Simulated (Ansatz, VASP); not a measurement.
**BaTiO3 in VASP and in Ansatz**

```xyz
5
Lattice="3.9941 0.0000 0.0000 0.0000 3.9941 0.0000 0.0000 0.0000 3.9941" Properties=species:S:1:pos:R:3 pbc="T T T"
Ba    1.9970    1.9970    1.9970
Ti    0.0000    0.0000    0.0000
O     1.9970    0.0000    0.0000
O     0.0000    1.9970    0.0000
O     0.0000    0.0000    1.9970
```

Alike in both runs: task single point; functional PBE0; k mesh 4 × 4 × 4; no spin polarisation.

|  | VASP | Ansatz |
| --- | --- | --- |
| version | VASP 6.6.1 | Ansatz 0.2.0 |
| potentials or method | VASP PAW PBE potentials, release 64 (Ba_sv, Ti_sv, O) | plane waves, PAW |
| plane-wave cutoff (eV) | 520 | 420 |
| occupations | gaussian, width 0.01 eV | fixed |
| valence electrons in the cell | 40 | 40 |

```tsv
	VASP	Ansatz	Ansatz less VASP
gap on the k mesh at the Fermi level (eV)	3.90	3.95	+0.046
pressure (GPa)	-0.8	-2.4	-1.60
```

Ansatz's warnings: stress exchange threshold loose, stress scf threshold loose.

Spin-orbit coupling is off throughout.
